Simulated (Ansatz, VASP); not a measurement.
HfPb2: VASP beside Ansatz

```
CELL_PARAMETERS angstrom
3.40865 0.00000 0.00000
-1.70433 2.95198 0.00000
0.00000 0.00000 7.98176
ATOMIC_POSITIONS crystal
Hf 0.00000 0.00000 0.00000
Pb 0.33333 0.66667 0.31640
Pb 0.66667 0.33333 0.68360
```

Alike in both runs: functional PBE; k mesh 18 × 18 × 6; occupations gaussian, width 0.1 eV; no spin polarisation.

Ansatz relaxed the structure, and its values are those at the end. VASP's run is a single point on that final structure, the one shown.

|  | VASP | Ansatz |
| --- | --- | --- |
| version | VASP 6.6.1 | Ansatz 0.2.0 |
| potentials or method | VASP PAW PBE potentials, release 64 (Hf_pv, Pb_d), cutoff 520 eV | scalar-relativistic, plane waves, PAW |
| valence electrons in the cell | 38 | 54 |

VASP gave:

| Property | Result |
| --- | --- |
| gap on the k mesh at the Fermi level (eV) | none |
| pressure (GPa) | -0.2 |
| rms of the force components (eV/Å) | 0.008 |

Task: Estimate Ansatz's values.

Result: gap on the k mesh at the Fermi level (eV): none; pressure (GPa): 0.0; rms of the force components (eV/Å): 0.001.

A gap of «none» marks a metal or a gap that the smearing closes. The functional is the same, so the differences come from potentials, cutoffs and numerics. VASP's potentials hold 38 valence electrons a cell and Ansatz's 54, so a difference there can come from the potentials and not from the codes.

Neither program's run includes spin-orbit coupling.
